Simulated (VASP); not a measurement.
Input of a VASP 6.6.1 run:

POSCAR

```
ZnS
1.0
    3.7309857954      0.0000000000      0.0000000000
   -1.8654928977      3.2311284800      0.0000000000
    0.0000000000      0.0000000000     12.2119759554
Zn S
4 4
Direct
    0.0000000000      0.0000000000      0.0001143893
    0.0000000000      0.0000000000      0.5001143893
    0.3333333333      0.6666666667      0.2500706165
    0.6666666667      0.3333333333      0.7500706165
    0.0000000000      0.0000000000      0.1872361453
    0.0000000000      0.0000000000      0.6872361453
    0.3333333333      0.6666666667      0.4375788490
    0.6666666667      0.3333333333      0.9375788490
```

INCAR.step1

```
PREC = Accurate
ENCUT = 600
ISMEAR = 0
SIGMA = 0.02
LREAL = F
LASPH = T
NELM = 60
GGA = PE
ALGO = Normal
EDIFF = 1E-4
LWAVE = T
LCHARG = F
```

File INCAR.step2:

```
PREC = Accurate
ENCUT = 600
EDIFF = 1E-6
ISMEAR = 0
SIGMA = 0.02
LREAL = F
LASPH = T
NELM = 60
ALGO = Normal
ISIF = 4
LWAVE = F
LCHARG = F
METAGGA = R2SCAN
LMIXTAU = T
IBRION = 2
NSW = 50
EDIFFG = -0.01
ISTART = 1
```

Contents of KPOINTS:

```
Automatic mesh
0
Gamma
  6 6 2
```

Potentials or basis: VASP PAW PBE potentials, release 64 (Zn, S).

Run with:

```sh
$ cat potpaw_PBE.64/Zn/POTCAR potpaw_PBE.64/S/POTCAR > POTCAR
$ cp INCAR.step1 INCAR
$ mpirun -np 1 vasp_std > vasp.out
$ cp INCAR.step2 INCAR
$ mpirun -np 1 vasp_std > vasp.out
```

**Question.** What does it give for the band gap on the k mesh?

**Answer.** 3.05 eV.

Final structure:
```xyz
8
Lattice="3.7305 0.0000 0.0000 -1.8653 3.2307 0.0000 0.0000 0.0000 12.2149" Properties=species:S:1:pos:R:3 pbc="T T T"
Zn   -1.8653    3.2307    0.0022
Zn    3.7305    0.0000    6.1097
Zn    0.0000    2.1538    3.0551
Zn    1.8653    1.0769    9.1625
S     3.7305    0.0000    2.2864
S     3.7305    0.0000    8.3938
S     0.0000    2.1538    5.3444
S     1.8653    1.0769   11.4518
```
